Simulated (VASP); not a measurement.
# Os (Fm-3m) in VASP: further runs

Os is run at these levels: RPBE; tasks: single point.

All numbers are computed with VASP 6.6.1; they aren't measurements. Logs are shortened: lines on timing, memory, paths and dates and some standing lists are left out, and cuts for length are marked.

**1. The cell of the first run**

The structure is cubic, space group Fm-3m (No. 225). The conventional cell has a = 3.709 Å, b = 3.709 Å, c = 3.709 Å, α = 90.00°, β = 90.00°, γ = 90.00°. Within 3.5 Å of Os (site symmetry m-3m) lie 12 Os at 2.62 Å.

**2. Single point, RPBE (volume scaled by 0.88)**

Input file INCAR:

```
ALGO     = Normal         # electronic algorithm
EDIFF    = 1E-7           # SCF threshold, eV
ENCUT    = 520            # plane-wave cutoff, eV
GGA      = RP             # functional
ISIF     = 2              # what is computed and relaxed
ISMEAR   = -1             # smearing method
LASPH    = True           # aspherical terms in the spheres
LCHARG   = False          # write CHGCAR
LREAL    = False          # projectors in reciprocal space
LWAVE    = False          # write WAVECAR
NBANDS   = 10             # bands
NELM     = 100            # most SCF steps
PREC     = Accurate       # precision mode
SIGMA    = 0.1            # smearing width, eV
```

Input file KPOINTS:

```
k-points
0
Gamma
  16 16 16
```

Input file POSCAR:

```
Os
1.0
    0.0000000000      1.8546085705      1.8546085705
    1.8546085705      0.0000000000      1.8546085705
    1.8546085705      1.8546085705      0.0000000000
Os
1
Direct
    0.0000000000      0.0000000000      0.0000000000
```

Potentials or basis: VASP PAW PBE potentials, release 64 (Os).

Command:

```bash
> cat potpaw_PBE.64/Os/POTCAR > POTCAR
> mpirun -np 1 vasp_std > vasp.out
```

OUTCAR:

```text
EDIFF = 1E-7
   ENCUT = 520
   GGA = RP
   ISIF = 2
   ISMEAR = -1
   LASPH = True
   LREAL = False
   NELM = 100
   PREC = Accurate

 ion  position               nearest neighbor table
   1  0.000  0.000  0.000-

  LATTYP: Found a face centered cubic cell.
 ALAT       =     3.7092171410

  Lattice vectors:

 A1 = (   0.0000000000,   1.8546085705,   1.8546085705)
 A2 = (   1.8546085705,   0.0000000000,   1.8546085705)
 A3 = (   1.8546085705,   1.8546085705,   0.0000000000)

Analysis of symmetry for initial positions (statically):
=====================================================================
 Subroutine PRICEL returns:
 Original cell was already a primitive cell.

 Routine SETGRP: Setting up the symmetry group for a
 face centered cubic supercell.

 Subroutine GETGRP returns: Found 48 space group operations
 (whereof 48 operations were pure point group operations)
 out of a pool of 48 trial point group operations.

The static configuration has the point symmetry O_h .

Analysis of symmetry for dynamics (positions and initial velocities):
=====================================================================
 Subroutine PRICEL returns:
 Original cell was already a primitive cell.

 Routine SETGRP: Setting up the symmetry group for a
 face centered cubic supercell.

 Subroutine GETGRP returns: Found 48 space group operations
 (whereof 48 operations were pure point group operations)
 out of a pool of 48 trial point group operations.

The dynamic configuration has the point symmetry O_h .

 Subroutine INISYM returns: Found 48 space group operations
 (whereof 48 operations are pure point group operations),
 and found     1 'primitive' translations

----------------------------------------------------------------------------------------

                                     Primitive cell

  volume of cell :      12.7581

  direct lattice vectors                    reciprocal lattice vectors
     0.000000000  1.854608570  1.854608570    -0.269598668  0.269598668  0.269598668
     1.854608570  0.000000000  1.854608570     0.269598668 -0.269598668  0.269598668
     1.854608570  1.854608570  0.000000000     0.269598668  0.269598668 -0.269598668

  length of vectors
     2.622812593  2.622812593  2.622812593     0.466958590  0.466958590  0.466958590

  position of ions in fractional coordinates (direct lattice)
     0.000000000  0.000000000  0.000000000

  ion indices of the primitive-cell ions
   primitive index   ion index
                 1           1

----------------------------------------------------------------------------------------

 KPOINTS: k-points

Automatic generation of k-mesh.
 Grid dimensions read from file:
 generate k-points for:   16   16   16

 Generating k-lattice:

  Cartesian coordinates                     Fractional coordinates (reciprocal lattice)
    -0.016849917  0.016849917  0.016849917     0.062500000  0.000000000  0.000000000
     0.016849917 -0.016849917  0.016849917     0.000000000  0.062500000  0.000000000
     0.016849917  0.016849917 -0.016849917     0.000000000  0.000000000  0.062500000

  Length of vectors
     0.029184912  0.029184912  0.029184912

  Shift w.r.t. Gamma in fractional coordinates (k-lattice)
     0.000000000  0.000000000  0.000000000

 Subroutine IBZKPT returns following result:
 ===========================================

 Found    145 irreducible k-points:

 Following reciprocal coordinates:
            Coordinates               Weight
  0.000000  0.000000  0.000000      1.000000
  0.062500  0.000000  0.000000      8.000000
  0.125000  0.000000  0.000000      8.000000
  0.187500  0.000000  0.000000      8.000000
  0.250000  0.000000  0.000000      8.000000
  0.312500  0.000000  0.000000      8.000000
[... 16 lines left out ...]
 -0.125000  0.062500  0.000000     24.000000
 -0.062500  0.062500  0.000000     12.000000
 [... further k-points ...]
   k-points           NKPTS =    145   k-points in BZ     NKDIM =    145   number of bands    NBANDS=     10
   number of dos      NEDOS =    301   number of ions     NIONS =      1
   total plane-waves  NPLWV =   8000
   dimension x,y,z NGX =    20 NGY =   20 NGZ =   20
   dimension x,y,z NGXF=    40 NGYF=   40 NGZF=   40
   ions per type =               1
   NGX,Y,Z   is equivalent  to a cutoff of  12.68, 12.68, 12.68 a.u.
   NGXF,Y,Z  is equivalent  to a cutoff of  25.35, 25.35, 25.35 a.u.
 SYSTEM =  unknown system
   PREC   = accura    normal or accurate (medium, high low for compatibility)
   ISTART =      0    job   : 0-new  1-cont  2-samecut
   ICHARG =      2    charge: 1-file 2-atom 10-const
   ISPIN  =      1    spin polarized calculation?
   LNONCOLLINEAR =      F non collinear calculations
   LSORBIT =      F    spin-orbit coupling
   LASPH  =      T    aspherical Exc in radial PAW
   ENCUT  =  520.0 eV  38.22 Ry    6.18 a.u.   4.88  4.88  4.88*2*pi/ulx,y,z
   NELM   =    100;   NELMIN=  2; NELMDL= -5     # of ELM steps
   EDIFF  = 0.1E-06   stopping-criterion for ELM
   LREAL  =      F    real-space projection
   EDIFFG = 0.1E-05   stopping-criterion for IOM
   NSW    =      0    number of steps for IOM
   IBRION =     -1    ionic relax: 0-MD 1-quasi-New 2-CG
   NFREE  =      0    steps in history (QN), initial steepest desc. (CG)
   ISIF   =      2    stress and relaxation
   ISYM   =      2    0-nonsym 1-usesym 2-fastsym
   POTIM  = 0.5000    time-step for ionic-motion
   TEBEG  =    0.0;   TEEND  =   0.0 temperature during run
   PSTRESS=    0.0 pullay stress
   NELECT =       8.0000    total number of electrons
   NUPDOWN=      -1.0000    fix difference up-down
   EMIN   =  10.00;   EMAX   =-10.00  energy-range for DOS
   EFERMI =   0.00;   METHOD = LEGACY
   ISMEAR =    -1;   SIGMA  =   0.10  broadening in eV -4-tet -1-fermi 0-gaus
   EFERMI_NEDOS =   21; number of points for ismear=-14 and -15
   IALGO  =     38    algorithm
   IMIX   =      4    mixing-type and parameters
     AMIX     =   0.40;   BMIX     =  1.00
     AMIX_MAG =   1.60;   BMIX_MAG =  1.00
  volume/ion in A,a.u.               =      12.76        86.10
  Fermi-wavevector in a.u.,A,eV,Ry     =   1.401229  2.647940 26.714274  1.963444
  Thomas-Fermi vector in A             =   2.524111
   LORBIT       =      0    0 simple, 1 ext, 2 COOP (PROOUT), +10 PAW based schemes
   GGA     = RP    functional components
   LHFCALC =     F    Hartree Fock is set to
   AEXX    =    0.0000 exact exchange contribution
   IVDW    =     0    specifies the selected vdW correction
   LEPSILON=     F    determine dielectric tensor
   LRPA    =     F    only Hartree local field effects (RPA)
 non-spin polarized calculation
  energy-cutoff  :      520.00
  volume of cell :       12.76
 maximum number of plane-waves:       360
   NGX =  9   NGY =  9   NGZ =  9

 number of electron       8.0000000 magnetization

 Free energy of the ion-electron system (eV)
  ---------------------------------------------------
  ext. energy  EPLUGINS =         0.00000000
  ---------------------------------------------------
  free energy    TOTEN  =       -10.16432373 eV

  energy without entropy =      -10.14190990  energy(sigma->0) =      -10.15311682

 E-fermi :  10.9386     XC(G=0): -14.5703

 val. band max:       10.9328980432   @ k =   0.4375   0.3750   0.0000
 cond. band min:      10.9523289128   @ k =  -0.3750   0.3750   0.0625
 fundamental gap:      0.0194308697
 Fermi energy:        10.9386195600

 k-point     1 :       0.0000    0.0000    0.0000
  band No.  band energies     occupation
      1      -0.7858      2.00000
      2       7.4344      2.00000
      3       7.4344      2.00000
      4       7.4344      2.00000
      5      10.9551      0.91784
      6      10.9551      0.91784
      7      24.9783      0.00000
      8      31.3937      0.00000
      9      31.3937      0.00000
     10      31.3937      0.00000

 k-point     2 :       0.0625    0.0000    0.0000
  band No.  band energies     occupation
      1      -0.5819      2.00000
      2       7.3038      2.00000
      3       7.5294      2.00000
      4       7.5294      2.00000
      5      10.8799      1.28530
      6      10.8799      1.28530
      7      25.3701      0.00000
      8      30.4096      0.00000
      9      31.7659      0.00000
     10      31.7659      0.00000

 k-point     3 :       0.1250    0.0000    0.0000
  band No.  band energies     occupation
      1      -0.0034      2.00000
      2       6.9888      2.00000
      3       7.7664      2.00000
      4       7.7664      2.00000
      5      10.7295      1.78008
      6      10.7295      1.78008
      7      26.3929      0.00000
      8      28.7585      0.00000
      9      32.8419      0.00000
     10      32.8419      0.00000

 k-point     4 :       0.1875    0.0000    0.0000
  band No.  band energies     occupation
      1       0.8317      2.00000
      2       6.6958      2.00000
      3       7.9810      2.00000
      4       7.9810      2.00000
      5      10.7269      1.78520
      6      10.7269      1.78520
      7      26.5790      0.00000
      8      28.4180      0.00000
      9      34.5180      0.00000
     10      34.5180      0.00000
[... 222 lines left out ...]
 k-point    22 :      -0.1875    0.0625    0.0000
  band No.  band energies     occupation
      1       1.2985      2.00000
      2       6.4822      2.00000
      3       8.0326      2.00000
      4       8.1483      2.00000
      5      10.2190      1.99850
      6      11.4138      0.01712
      7      26.4574      0.00000
      8      28.9695      0.00000
      9      33.8891      0.00000
     10      36.2368      0.00000

 k-point    23 :      -0.1250    0.0625    0.0000
  band No.  band energies     occupation
      1       0.4247      2.00000
      2       6.7239      2.00000
      3       7.9398      2.00000
      4       7.9652      2.00000
      5      10.2618      1.99770
      6      11.0696      0.42508
      7      27.0935      0.00000
      8      28.3090      0.00000
      9      32.5348      0.00000
     10      34.1961      0.00000

 k-point    24 :      -0.0625    0.0625    0.0000
  band No.  band energies     occupation
      1      -0.2513      2.00000
      2       7.0733      2.00000
      3       7.6605      2.00000
      4       7.7297      2.00000
      5      10.5784      1.94693
      6      10.9732      0.82877
      7      25.9904      0.00000
      8      29.5773      0.00000
      9      31.7569      0.00000
     10      32.6660      0.00000

 [... further k-points ...]
[... 5 lines left out ...]
  --------------------------------------------------------------------------------------
  -------------------------------------------------------------------------------------
  Total        5.2463010      5.2463010      5.2463010      0.0000000     -0.0000000      0.0000000
  in kB      658.8355128    658.8355128    658.8355128      0.0000000     -0.0000000      0.0000000
  external PRESSURE =     658.8355128 kB  Pullay stress =       0.0000000 kB

 VOLUME and BASIS-vectors are now :
 -----------------------------------------------------------------------------
  energy-cutoff  :      520.00
  volume of cell :       12.76
      direct lattice vectors                 reciprocal lattice vectors
     0.000000000  1.854608570  1.854608570    -0.269598668  0.269598668  0.269598668
     1.854608570  0.000000000  1.854608570     0.269598668 -0.269598668  0.269598668
     1.854608570  1.854608570  0.000000000     0.269598668  0.269598668 -0.269598668

 POSITION                                       TOTAL-FORCE (eV/Angst)
 -----------------------------------------------------------------------------------
      0.00000      0.00000      0.00000         0.000000      0.000000      0.000000
 -----------------------------------------------------------------------------------
    total drift:                                0.000000      0.000000      0.000000

  FREE ENERGIE OF THE ION-ELECTRON SYSTEM (eV)
  ---------------------------------------------------
  free  energy   TOTEN  =       -10.1643237306 eV

  energy  without entropy=      -10.1419099049  energy(sigma->0) =      -10.15311682
```

It took 6.9 s on 1 thread of Intel Xeon 6975P-C (Granite Rapids), shared host; peak memory 0.14 GiB.

Results:

```
Free energy            : -10.1643 eV
Pressure               : 65.9 GPa
Band gap on the k mesh : zero (band 4 reaches 13.72 eV, above the bottom of band 5 at 8.93 eV)
```

Caveat: the PAW data sets were made with another functional, which shifts forces and pressure a little; spin-orbit coupling is left out, which moves the levels of the heavy elements.

**3. Single point, RPBE (volume scaled by 0.92)**

Input file INCAR:

```
SYSTEM = Os
ALGO = Normal
EDIFF = 1E-7
ENCUT = 520
GGA = RP
ISIF = 2
ISMEAR = -1
LASPH = .True.
LCHARG = .False.
LREAL = .False.
LWAVE = .False.
NBANDS = 10
NELM = 100
PREC = Accurate
SIGMA = 0.1
```

Input file KPOINTS:

```
k-points
0
Gamma
  16 16 16
  0 0 0
```

Input file POSCAR:

```
Os
1.0
    0.0000000000      1.8822933770      1.8822933770
    1.8822933770      0.0000000000      1.8822933770
    1.8822933770      1.8822933770      0.0000000000
Os
1
Direct
    0.0000000000      0.0000000000      0.0000000000
```

Potentials or basis: VASP PAW PBE potentials, release 64 (Os).

Command:

```bash
> cat potpaw_PBE.64/Os/POTCAR > POTCAR
> mpirun -np 1 vasp_std > vasp.out
```

Run time: 7.4 s. Hardware: 1 thread of Intel Xeon 6975P-C (Granite Rapids), shared host; peak memory 0.13 GiB.

The run converged. Its results:

```yaml
Free_energy: -10.3513 eV
Pressure: 38.3 GPa
Band_gap_on_the_k_mesh: zero (band 4 reaches 12.79 eV, above the bottom of band 5 at 8.35 eV)
```

Levels at points of the mesh, in eV from the Fermi level:
| k point | band 1 | band 2 | band 3 | band 4 | band 5 | band 6 | band 7 | band 8 | band 9 |
| --- | --- | --- | --- | --- | --- | --- | --- | --- | --- |
| (0.00, 0.00, 0.00) | -11.30 | -3.27 | -3.27 | -3.27 | 0.01 | 0.01 | 14.11 | 20.24 | 20.24 |
| (0.50, 0.00, 0.00) | -8.21 | -3.46 | -3.46 | -0.28 | 2.62 | 2.62 | 9.65 | 13.66 | 20.83 |
| (0.50, 0.50, 0.00) | -8.18 | -7.43 | 2.44 | 2.58 | 3.37 | 3.37 | 12.56 | 12.56 | 13.14 |

Caveat: the PAW data sets were made with another functional, which shifts forces and pressure a little; spin-orbit coupling is left out, which moves the levels of the heavy elements.

**4. Single point, RPBE (volume scaled by 0.96)**

Input file INCAR:

```
SYSTEM = Os
PREC = Accurate
ENCUT = 520
EDIFF = 1E-6
ISMEAR = -1
SIGMA = 0.1
LREAL = .FALSE.
LASPH = .TRUE.
NELM = 80
ALGO = Normal
ISIF = 2
LWAVE = .FALSE.
LCHARG = .TRUE.
GGA = RP
LELF = .TRUE.
LVHAR = .TRUE.
NBANDS = 10
```

Input file KPOINTS:

```
regular mesh
0
G
  16 16 16
  0 0 0
```

Input file POSCAR:

```
Os
1.0
    0.0000000000      1.9091869158      1.9091869158
    1.9091869158      0.0000000000      1.9091869158
    1.9091869158      1.9091869158      0.0000000000
Os
1
Direct
    0.0000000000      0.0000000000      0.0000000000
```

Command:

```bash
> cat potpaw_PBE.64/Os/POTCAR > POTCAR
> mpirun -np 1 vasp_std > vasp.out
```

Wall time 7.1 s (1 thread of Intel Xeon 6975P-C (Granite Rapids), shared host); peak memory 0.14 GiB.

Results (log left out):

```
Free energy            : -10.4496 eV
Pressure               : 16.6 GPa
Band gap on the k mesh : zero (band 4 reaches 11.94 eV, above the bottom of band 5 at 7.81 eV)
```

Levels at points of the mesh, in eV from the Fermi level:
| k point | band 2 | band 3 | band 4 | band 5 | band 6 | band 7 |
| --- | --- | --- | --- | --- | --- | --- |
| (0.00, 0.00, 0.00) | -3.07 | -3.07 | -3.07 | 0.00 | 0.00 | 14.16 |
| (0.50, 0.00, 0.00) | -3.23 | -3.23 | -0.27 | 2.44 | 2.44 | 9.07 |
| (0.50, 0.50, 0.00) | -6.99 | 2.32 | 2.40 | 3.14 | 3.14 | 12.28 |

Caveat: the PAW data sets were made with another functional, which shifts forces and pressure a little; spin-orbit coupling is left out, which moves the levels of the heavy elements.

[end of part 1 of 2]
